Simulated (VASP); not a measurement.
# ZrS (Fm-3m) in VASP: further runs

Runs on ZrS. Level: r2SCAN+rVV10+U. Tasks: single point.

All numbers are computed with VASP 6.6.1; they aren't measurements. Logs are shortened: lines on timing, memory, paths and dates and some standing lists are left out, and cuts for length are marked.

## Step 1: The cell of the first run

The structure is cubic, space group Fm-3m (No. 225). The conventional cell has a = 5.319 Å, b = 5.319 Å, c = 5.319 Å, α = 90.00°, β = 90.00°, γ = 90.00°. Within 3.5 Å of Zr (site symmetry m-3m) lie 6 S at 2.66 Å. S (site symmetry m-3m) has 6 Zr at 2.66 Å within 3.5 Å.

## Step 2: Single point, r2SCAN+rVV10+U

POSCAR

```
ZrS
1.0
    0.0000000000      2.6595434350      2.6595434350
    2.6595434350      0.0000000000      2.6595434350
    2.6595434350      2.6595434350      0.0000000000
Zr S
1 1
Direct
    0.0000000000      0.0000000000      0.0000000000
    0.5000000000      0.5000000000      0.5000000000
```

INCAR.step1

```
ALGO     = Normal         # electronic algorithm
EDIFF    = 1E-4           # SCF threshold, eV
ENCUT    = 520            # plane-wave cutoff, eV
GGA      = PE             # functional
ISMEAR   = -1             # smearing method
LASPH    = True           # aspherical terms in the spheres
LCHARG   = False          # write CHGCAR
LDAU     = True           # DFT+U
LDAUJ    = 0 0          
LDAUL    = 2 -1           # shell
LDAUTYPE = 2            
LDAUU    = 4.5 0          # U, eV
LMAXMIX  = 4              # l up to which the mixer works
LREAL    = False          # projectors in reciprocal space
LWAVE    = True           # write WAVECAR
NBANDS   = 16             # bands
NELM     = 150            # most SCF steps
PREC     = Accurate       # precision mode
SIGMA    = 0.05           # smearing width, eV
```

INCAR.step2

```
ALGO     = Normal         # electronic algorithm
BPARAM   = 11.95        
CPARAM   = 0.0093       
EDIFF    = 1E-7           # SCF threshold, eV
ENCUT    = 520            # plane-wave cutoff, eV
ISIF     = 2              # what is computed and relaxed
ISMEAR   = -1             # smearing method
ISTART   = 1            
IVDW_NL  = 2            
LASPH    = True           # aspherical terms in the spheres
LCHARG   = False          # write CHGCAR
LDAU     = True           # DFT+U
LDAUJ    = 0 0          
LDAUL    = 2 -1           # shell
LDAUPRINT= 1            
LDAUTYPE = 2            
LDAUU    = 4.5 0          # U, eV
LMAXMIX  = 4              # l up to which the mixer works
LMIXTAU  = True         
LREAL    = False          # projectors in reciprocal space
LUSE_VDW = True         
LWAVE    = False          # write WAVECAR
METAGGA  = R2SCAN         # meta-GGA
NBANDS   = 16             # bands
NELM     = 150            # most SCF steps
PREC     = Accurate       # precision mode
SIGMA    = 0.05           # smearing width, eV
```

KPOINTS

```
k-points
0
Gamma
  9 9 9
```

Potentials or basis: VASP PAW PBE potentials, release 64 (Zr_sv, S).

Run with:

```sh
> cat potpaw_PBE.64/Zr_sv/POTCAR potpaw_PBE.64/S/POTCAR > POTCAR
> cp INCAR.step1 INCAR
> mpirun -np 1 vasp_std > vasp.out
> cp INCAR.step2 INCAR
> mpirun -np 1 vasp_std > vasp.out
```

OUTCAR:

```text
BPARAM = 11.95
   EDIFF = 1E-7
   ENCUT = 520
   ISIF = 2
   ISMEAR = -1
   ISTART = 1
   IVDW_NL = 2
   LASPH = True
   LREAL = False
   METAGGA = R2SCAN
   NELM = 150
   PREC = Accurate

 ion  position               nearest neighbor table
   1  0.000  0.000  0.000-   2 2.66   2 2.66   2 2.66   2 2.66   2 2.66   2 2.66
   2  0.500  0.500  0.500-   1 2.66   1 2.66   1 2.66   1 2.66   1 2.66   1 2.66

  LATTYP: Found a face centered cubic cell.
 ALAT       =     5.3190868700

  Lattice vectors:

 A1 = (   0.0000000000,   2.6595434350,   2.6595434350)
 A2 = (   2.6595434350,   0.0000000000,   2.6595434350)
 A3 = (   2.6595434350,   2.6595434350,   0.0000000000)

Analysis of symmetry for initial positions (statically):
=====================================================================
 Subroutine PRICEL returns:
 Original cell was already a primitive cell.

 Routine SETGRP: Setting up the symmetry group for a
 face centered cubic supercell.

 Subroutine GETGRP returns: Found 48 space group operations
 (whereof 48 operations were pure point group operations)
 out of a pool of 48 trial point group operations.

The static configuration has the point symmetry O_h .

Analysis of symmetry for dynamics (positions and initial velocities):
=====================================================================
 Subroutine PRICEL returns:
 Original cell was already a primitive cell.

 Routine SETGRP: Setting up the symmetry group for a
 face centered cubic supercell.

 Subroutine GETGRP returns: Found 48 space group operations
 (whereof 48 operations were pure point group operations)
 out of a pool of 48 trial point group operations.

The dynamic configuration has the point symmetry O_h .

 Subroutine INISYM returns: Found 48 space group operations
 (whereof 48 operations are pure point group operations),
 and found     1 'primitive' translations

----------------------------------------------------------------------------------------

                                     Primitive cell

  volume of cell :      37.6228

  direct lattice vectors                    reciprocal lattice vectors
     0.000000000  2.659543435  2.659543435    -0.188002194  0.188002194  0.188002194
     2.659543435  0.000000000  2.659543435     0.188002194 -0.188002194  0.188002194
     2.659543435  2.659543435  0.000000000     0.188002194  0.188002194 -0.188002194

  length of vectors
     3.761162395  3.761162395  3.761162395     0.325629351  0.325629351  0.325629351

  position of ions in fractional coordinates (direct lattice)
     0.000000000  0.000000000  0.000000000
     0.500000000  0.500000000  0.500000000

  ion indices of the primitive-cell ions
   primitive index   ion index
                 1           1
                 2           2

----------------------------------------------------------------------------------------

 KPOINTS: k-points

Automatic generation of k-mesh.
 Grid dimensions read from file:
 generate k-points for:    9    9    9

 Generating k-lattice:

  Cartesian coordinates                     Fractional coordinates (reciprocal lattice)
    -0.020889133  0.020889133  0.020889133     0.111111111  0.000000000  0.000000000
     0.020889133 -0.020889133  0.020889133     0.000000000  0.111111111  0.000000000
     0.020889133  0.020889133 -0.020889133     0.000000000  0.000000000  0.111111111

  Length of vectors
     0.036181039  0.036181039  0.036181039

  Shift w.r.t. Gamma in fractional coordinates (k-lattice)
     0.000000000  0.000000000  0.000000000

 Subroutine IBZKPT returns following result:
 ===========================================

 Found     35 irreducible k-points:

 Following reciprocal coordinates:
            Coordinates               Weight
  0.000000  0.000000  0.000000      1.000000
  0.111111  0.000000  0.000000      8.000000
  0.222222  0.000000  0.000000      8.000000
  0.333333  0.000000  0.000000      8.000000
  0.444444  0.000000  0.000000      8.000000
  0.111111  0.111111  0.000000      6.000000
[... 16 lines left out ...]
 -0.333333  0.333333  0.000000     12.000000
  0.444444  0.444444  0.000000      6.000000
 [... further k-points ...]
   k-points           NKPTS =     35   k-points in BZ     NKDIM =     35   number of bands    NBANDS=     16
   number of dos      NEDOS =    301   number of ions     NIONS =      2
   total plane-waves  NPLWV =  21952
   dimension x,y,z NGX =    28 NGY =   28 NGZ =   28
   dimension x,y,z NGXF=    56 NGYF=   56 NGZF=   56
   ions per type =               1   1
   NGX,Y,Z   is equivalent  to a cutoff of  12.38, 12.38, 12.38 a.u.
   NGXF,Y,Z  is equivalent  to a cutoff of  24.75, 24.75, 24.75 a.u.
 SYSTEM =  unknown system
   PREC   = accura    normal or accurate (medium, high low for compatibility)
   ISTART =      1    job   : 0-new  1-cont  2-samecut
   ICHARG =      0    charge: 1-file 2-atom 10-const
   ISPIN  =      1    spin polarized calculation?
   LNONCOLLINEAR =      F non collinear calculations
   LSORBIT =      F    spin-orbit coupling
   LASPH  =      T    aspherical Exc in radial PAW
   ENCUT  =  520.0 eV  38.22 Ry    6.18 a.u.   6.99  6.99  6.99*2*pi/ulx,y,z
   NELM   =    150;   NELMIN=  2; NELMDL=  0     # of ELM steps
   EDIFF  = 0.1E-06   stopping-criterion for ELM
   LREAL  =      F    real-space projection
   EDIFFG = 0.1E-05   stopping-criterion for IOM
   NSW    =      0    number of steps for IOM
   IBRION =     -1    ionic relax: 0-MD 1-quasi-New 2-CG
   NFREE  =      0    steps in history (QN), initial steepest desc. (CG)
   ISIF   =      2    stress and relaxation
   ISYM   =      2    0-nonsym 1-usesym 2-fastsym
   POTIM  = 0.5000    time-step for ionic-motion
   TEBEG  =    0.0;   TEEND  =   0.0 temperature during run
   PSTRESS=    0.0 pullay stress
   NELECT =      18.0000    total number of electrons
   NUPDOWN=      -1.0000    fix difference up-down
   EMIN   =  10.00;   EMAX   =-10.00  energy-range for DOS
   EFERMI =   0.00;   METHOD = LEGACY
   ISMEAR =    -1;   SIGMA  =   0.05  broadening in eV -4-tet -1-fermi 0-gaus
   EFERMI_NEDOS =   21; number of points for ismear=-14 and -15
   IALGO  =     38    algorithm
   IMIX   =      4    mixing-type and parameters
     AMIX     =   0.40;   BMIX     =  1.00
     AMIX_MAG =   1.60;   BMIX_MAG =  1.00
  volume/ion in A,a.u.               =      18.81       126.95
  Fermi-wavevector in a.u.,A,eV,Ry     =   1.280409  2.419621 22.306019  1.639446
  Thomas-Fermi vector in A             =   2.412838
   LORBIT       =      0    0 simple, 1 ext, 2 COOP (PROOUT), +10 PAW based schemes
 LDA+U is selected, type is set to LDAUTYPE =  2
   angular momentum for each species LDAUL =     2   -1
   U (eV)           for each species LDAUU =   4.5  0.0
   J (eV)           for each species LDAUJ =   0.0  0.0
   METAGGA = R2SCAN    functional components
   LHFCALC =     F    Hartree Fock is set to
   AEXX    =    0.0000 exact exchange contribution
   IVDW_NL    =     2    kernel type
   BPARAM     =11.9500
   IVDW    =     0    specifies the selected vdW correction
   LEPSILON=     F    determine dielectric tensor
   LRPA    =     F    only Hartree local field effects (RPA)
 non-spin polarized calculation
  energy-cutoff  :      520.00
  volume of cell :       37.62
 maximum number of plane-waves:      1022
   NGX = 13   NGY = 13   NGZ = 13

atom =   1  type =  1  l = 2

 onsite density matrix

spin component  1

  0.1738  0.0000  0.0000  0.0000 -0.0000
  0.0000  0.1738  0.0000  0.0000  0.0000
  0.0000  0.0000  0.1063 -0.0000  0.0000
  0.0000  0.0000 -0.0000  0.1738 -0.0000
 -0.0000  0.0000  0.0000 -0.0000  0.1063

spin component  2

  0.1738  0.0000  0.0000  0.0000 -0.0000
  0.0000  0.1738  0.0000  0.0000  0.0000
  0.0000  0.0000  0.1063 -0.0000  0.0000
  0.0000  0.0000 -0.0000  0.1738 -0.0000
 -0.0000  0.0000  0.0000 -0.0000  0.1063

 occupancies and eigenvectors

  o =  0.1063  v =  0.0000  0.0000  0.6268  0.0000  0.7792  0.0000  0.0000  0.0000  0.0000  0.0000      0.0000  0.0000  0.0000  0.0000  0.0000  0.0000  0.0000  0.0000  0.0000  0.0000
  o =  0.1063  v =  0.0000  0.0000  0.0000  0.0000  0.0000  0.0000  0.0000  0.6268  0.0000  0.7792      0.0000  0.0000  0.0000  0.0000  0.0000  0.0000  0.0000  0.0000  0.0000  0.0000
  o =  0.1063  v =  0.0000 -0.0000  0.7792 -0.0000 -0.6268  0.0000  0.0000  0.0000  0.0000  0.0000      0.0000  0.0000  0.0000  0.0000  0.0000  0.0000  0.0000  0.0000  0.0000  0.0000
  o =  0.1063  v =  0.0000  0.0000  0.0000  0.0000  0.0000  0.0000 -0.0000  0.7792 -0.0000 -0.6268      0.0000  0.0000  0.0000  0.0000  0.0000  0.0000  0.0000  0.0000  0.0000  0.0000
  o =  0.1738  v =  0.0000  0.4804  0.0000 -0.8770  0.0000  0.0000  0.0000  0.0000  0.0000  0.0000      0.0000  0.0000  0.0000  0.0000  0.0000  0.0000  0.0000  0.0000  0.0000  0.0000
  o =  0.1738  v =  0.0000  0.0000  0.0000  0.0000  0.0000  0.0000  0.4804  0.0000 -0.8770  0.0000      0.0000  0.0000  0.0000  0.0000  0.0000  0.0000  0.0000  0.0000  0.0000  0.0000
  o =  0.1738  v =  0.0000  0.0000  0.0000  0.0000  0.0000  0.0000  0.8770 -0.0000  0.4804 -0.0000      0.0000  0.0000  0.0000  0.0000  0.0000  0.0000  0.0000  0.0000  0.0000  0.0000
  o =  0.1738  v =  0.0000  0.8770 -0.0000  0.4804 -0.0000  0.0000  0.0000  0.0000  0.0000  0.0000      0.0000  0.0000  0.0000  0.0000  0.0000  0.0000  0.0000  0.0000  0.0000  0.0000
  o =  0.1738  v =  0.0000  0.0000  0.0000  0.0000  0.0000  1.0000  0.0000  0.0000  0.0000  0.0000      0.0000  0.0000  0.0000  0.0000  0.0000  0.0000  0.0000  0.0000  0.0000  0.0000
  o =  0.1738  v =  1.0000  0.0000  0.0000  0.0000  0.0000  0.0000  0.0000  0.0000  0.0000  0.0000      0.0000  0.0000  0.0000  0.0000  0.0000  0.0000  0.0000  0.0000  0.0000  0.0000

 number of electron      18.0000002 magnetization

 Free energy of the ion-electron system (eV)
  ---------------------------------------------------
  ext. energy  EPLUGINS =         0.00000000
  ---------------------------------------------------
  free energy    TOTEN  =       -30.58367439 eV

  energy without entropy =      -30.57141641  energy(sigma->0) =      -30.57754540

 E-fermi :  10.9815     XC(G=0): -11.8288

 val. band max:       10.9757229253   @ k =  -0.4444   0.2222   0.1111
 cond. band min:      10.9864082212   @ k =   0.2222   0.1111   0.0000
 fundamental gap:      0.0106852959
 Fermi energy:        10.9815307006

 k-point     1 :       0.0000    0.0000    0.0000
  band No.  band energies     occupation
      1     -42.1429      2.00000
      2     -19.3585      2.00000
      3     -19.3585      2.00000
      4     -19.3585      2.00000
      5      -5.9775      2.00000
      6       6.6851      2.00000
[... 8 lines left out ...]
     15      18.0425      0.00000
     16      23.0262      0.00000

 k-point     2 :       0.1111    0.0000    0.0000
  band No.  band energies     occupation
      1     -42.1404      2.00000
      2     -19.3925      2.00000
      3     -19.3615      2.00000
      4     -19.3615      2.00000
      5      -5.8317      2.00000
      6       5.8996      2.00000
[... 8 lines left out ...]
     15      18.5404      0.00000
     16      22.0643      0.00000
[... 387 lines left out ...]
      5      -4.7096      2.00000
      6       3.4509      2.00000
[... 8 lines left out ...]
     15      17.8931      0.00000
     16      18.7864      0.00000

 k-point    24 :       0.4444    0.4444    0.0000
  band No.  band energies     occupation
      1     -42.1159      2.00000
      2     -19.5748      2.00000
      3     -19.4446      2.00000
      4     -19.4446      2.00000
      5      -5.0271      2.00000
      6       3.7689      2.00000
[... 8 lines left out ...]
     15      19.2743      0.00000
     16      21.5065      0.00000

 [... further k-points ...]
[... 5 lines left out ...]
  --------------------------------------------------------------------------------------
  -------------------------------------------------------------------------------------
  Total       -0.4244413     -0.4244413     -0.4244413      0.0000000     -0.0000000     -0.0000000
  in kB      -18.0749461    -18.0749461    -18.0749461      0.0000000     -0.0000000     -0.0000000
  external PRESSURE =     -18.0749461 kB  Pullay stress =       0.0000000 kB

 VOLUME and BASIS-vectors are now :
 -----------------------------------------------------------------------------
  energy-cutoff  :      520.00
  volume of cell :       37.62
      direct lattice vectors                 reciprocal lattice vectors
     0.000000000  2.659543435  2.659543435    -0.188002194  0.188002194  0.188002194
     2.659543435  0.000000000  2.659543435     0.188002194 -0.188002194  0.188002194
     2.659543435  2.659543435  0.000000000     0.188002194  0.188002194 -0.188002194

 POSITION                                       TOTAL-FORCE (eV/Angst)
 -----------------------------------------------------------------------------------
      0.00000      0.00000      0.00000        -0.000000     -0.000000      0.000000
      2.65954      2.65954      2.65954         0.000000      0.000000     -0.000000
 -----------------------------------------------------------------------------------
    total drift:                                0.000000      0.000000      0.000000

  FREE ENERGIE OF THE ION-ELECTRON SYSTEM (eV)
  ---------------------------------------------------
  free  energy   TOTEN  =       -30.5836743879 eV

  energy  without entropy=      -30.5714164107  energy(sigma->0) =      -30.57754540
```

Wall time 2.9 min (1 thread of Intel Xeon 8259CL, shared host); peak memory 0.27 GiB.

What came out:

* Free energy: -30.5837 eV
* Pressure: -1.8 GPa
* Band gap on the k mesh: zero (bands 9 and 10 overlap by 2.24 eV)

Levels at points of the mesh, in eV from the Fermi level:
| k point | band 5 | band 6 | band 7 | band 8 | band 9 | band 10 | band 11 | band 12 | band 13 | band 14 |
| --- | --- | --- | --- | --- | --- | --- | --- | --- | --- | --- |
| (0.00, 0.00, 0.00) | -16.96 | -4.30 | -4.30 | -4.30 | -1.27 | -1.27 | -1.27 | -0.23 | -0.23 | 1.44 |

Eigenvalues of the final occupation matrices:
| site | spin | trace | eigenvalues |
| --- | --- | --- | --- |
| site 1 d | 1 | 0.73 | 0.11 0.11 0.17 0.17 0.17 |
| site 1 d | 2 | 0.73 | 0.11 0.11 0.17 0.17 0.17 |

Caveat: the PAW data sets were made with another functional, which shifts forces and pressure a little; U without spin polarisation on a metal has little footing.

## Step 3: Single point, r2SCAN+rVV10+U

This run uses another cell than the first one, of 19.17 Å³/atom.

POSCAR

```
ZrS
1.0
    0.0000000000      2.6764836589      2.6764836589
    2.6764836589      0.0000000000      2.6764836589
    2.6764836589      2.6764836589      0.0000000000
Zr S
1 1
Direct
    0.0000000000      0.0000000000      0.0000000000
    0.5000000000      0.5000000000      0.5000000000
```

INCAR.step1

```
PREC = Accurate ; ENCUT = 520
ISMEAR = -1 ; SIGMA = 0.05
LREAL = F ; LASPH = T
NELM = 150 ; LMAXMIX = 4
LDAU = T ; LDAUTYPE = 2
LDAUL = 2 -1 ; LDAUU = 4.5 0
LDAUJ = 0 0 ; NBANDS = 16
GGA = PE ; ALGO = Normal
EDIFF = 1E-4 ; LWAVE = T
LCHARG = F
```

INCAR.step2

```
PREC = Accurate ; ENCUT = 520
EDIFF = 1E-6 ; ISMEAR = -1
SIGMA = 0.05 ; LREAL = F
LASPH = T ; NELM = 150
ALGO = Normal ; ISIF = 2
LWAVE = F ; LCHARG = F
LMAXMIX = 4 ; LDAU = T
LDAUTYPE = 2 ; LDAUL = 2 -1
LDAUU = 4.5 0 ; LDAUJ = 0 0
LDAUPRINT = 1 ; METAGGA = R2SCAN
LMIXTAU = T ; LUSE_VDW = T
IVDW_NL = 2 ; BPARAM = 11.95
CPARAM = 0.0093 ; NBANDS = 16
ISTART = 1
```

KPOINTS

```
regular mesh
0
Gamma
  9 9 9
```

Potentials or basis: VASP PAW PBE potentials, release 64 (Zr_sv, S).

Run with:

```sh
> cat potpaw_PBE.64/Zr_sv/POTCAR potpaw_PBE.64/S/POTCAR > POTCAR
> cp INCAR.step1 INCAR
> mpirun -np 1 vasp_std > vasp.out
> cp INCAR.step2 INCAR
> mpirun -np 1 vasp_std > vasp.out
```

Run time: 2.8 min. Hardware: 1 thread of Intel Xeon 8259CL, shared host; peak memory 0.27 GiB.

The run converged. Its results:

* Free energy: -30.5703 eV
* Pressure: -4.1 GPa
* Band gap on the k mesh: zero (bands 9 and 10 overlap by 2.18 eV)

Levels at points of the mesh, in eV from the Fermi level:
| k point | band 5 | band 6 | band 7 | band 8 | band 9 | band 10 | band 11 | band 12 | band 13 | band 14 |
| --- | --- | --- | --- | --- | --- | --- | --- | --- | --- | --- |
| (0.00, 0.00, 0.00) | -16.87 | -4.29 | -4.29 | -4.29 | -1.24 | -1.24 | -1.24 | -0.21 | -0.21 | 1.28 |

Eigenvalues of the final occupation matrices:
```tsv
site	spin	trace	eigenvalues
site 1 d	1	0.73	0.10 0.10 0.17 0.17 0.17
site 1 d	2	0.73	0.10 0.10 0.17 0.17 0.17
```

Caveat: the cell stands under tension; the PAW data sets were made with another functional, which shifts forces and pressure a little; U without spin polarisation on a metal has little footing.
